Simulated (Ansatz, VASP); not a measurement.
Two plane-wave programs on ZnSe

```
CELL_PARAMETERS angstrom
0.00000 2.78377 2.78377
2.78377 0.00000 2.78377
2.78377 2.78377 0.00000
ATOMIC_POSITIONS crystal
Zn 0.00000 0.00000 0.00000
Se 0.75000 0.75000 0.75000
```

Alike in both runs: functional LDA; k mesh 8 × 8 × 8; no spin polarisation.

Ansatz relaxed the structure, and its values are those at the end. VASP's run is a single point on that final structure, the one shown.

```csv
,VASP,Ansatz
version,VASP 6.6.1,Ansatz 0.2.0
potentials or method,"VASP PAW LDA potentials, release 64 (Zn, Se), cutoff 520 eV","scalar-relativistic, plane waves, PAW"
occupations,"gaussian, width 0.01 eV",fixed
valence electrons in the cell,18,28
```

|  | VASP | Ansatz | Ansatz less VASP |
| --- | --- | --- | --- |
| gap on the k mesh at the Fermi level (eV) | 1.29 | 1.25 | -0.040 |
| least direct gap on the mesh (eV) | 1.29 | 1.25 | -0.040 |
| pressure (GPa) | 0.4 | 0.0 | -0.37 |

LDA's correlation is that of Perdew and Zunger in VASP and of Perdew and Wang (1992) in Ansatz. VASP's potentials hold 18 valence electrons a cell and Ansatz's 28, so a difference there can come from the potentials and not from the codes.
